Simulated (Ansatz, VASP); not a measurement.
# GaAs in VASP and in Ansatz

File INCAR:

```
PREC = Accurate ; ENCUT = 520
EDIFF = 1E-6 ; ISMEAR = 0
SIGMA = 0.05 ; LREAL = False
LASPH = True ; NELM = 60
ALGO = Normal ; ISIF = 2
LWAVE = False ; LCHARG = False
GGA = PS ; NBANDS = 16
```

Contents of KPOINTS:

```
Automatic mesh
0
Gamma
  10 10 10
```

POSCAR

```
GaAs
1.0
    0.0000000000      2.8293070242      2.8293070242
    2.8293070242      0.0000000000      2.8293070242
    2.8293070242      2.8293070242      0.0000000000
Ga As
1 1
Direct
    0.0000000000      0.0000000000      0.0000000000
    0.7500000000      0.7500000000      0.7500000000
```

Input for Ansatz:

```yaml
crystal:
  lattice:
    - [0.0, 2.8293070242, 2.8293070242]
    - [2.8293070242, 0.0, 2.8293070242]
    - [2.8293070242, 2.8293070242, 0.0]
  atoms:
    - { symbol: Ga, position: [0.0, 0.0, 0.0] }
    - { symbol: As, position: [0.75, 0.75, 0.75] }
basis:
  ecutwfc: 420
kpoints:
  mp_grid: { grid: [10, 10, 10] }
hamiltonian:
  xc: pbesol
  pseudopotentials: { kind: paw, azcp: { folder: soft_1 } }
scf:
  occupations: { method: gaussian, width: 0.05 }
output:
  forces: true
  stress: true
  eigenvalues: true
  write_density: true
  write_potential: true
  elf: true
  volumetric_format: npy
```

Alike in both runs: task single point; functional PBEsol; k mesh 10 × 10 × 10; occupations gaussian, width 0.05 eV; no spin polarisation.

|  | VASP | Ansatz |
| --- | --- | --- |
| version | VASP 6.6.1 | Ansatz 0.2.0 |
| potentials or method | VASP PAW PBE potentials, release 64 (Ga_d, As), cutoff 520 eV | scalar-relativistic, plane waves, PAW |
| valence electrons in the cell | 18 | 28 |

VASP gave:

* gap on the k mesh at the Fermi level (eV): 0.44
* least direct gap on the mesh (eV): 0.44
* pressure (GPa): 0.2

Question: Which values does Ansatz return?

Answer: gap on the k mesh at the Fermi level (eV): 0.43; least direct gap on the mesh (eV): 0.43; pressure (GPa): 0.0.

VASP's potentials were made for PBE, not for PBEsol, and Ansatz warns of the same on its side. The functional is the same, so the differences come from potentials, cutoffs and numerics. VASP's potentials hold 18 valence electrons a cell and Ansatz's 28, so a difference there can come from the potentials and not from the codes.
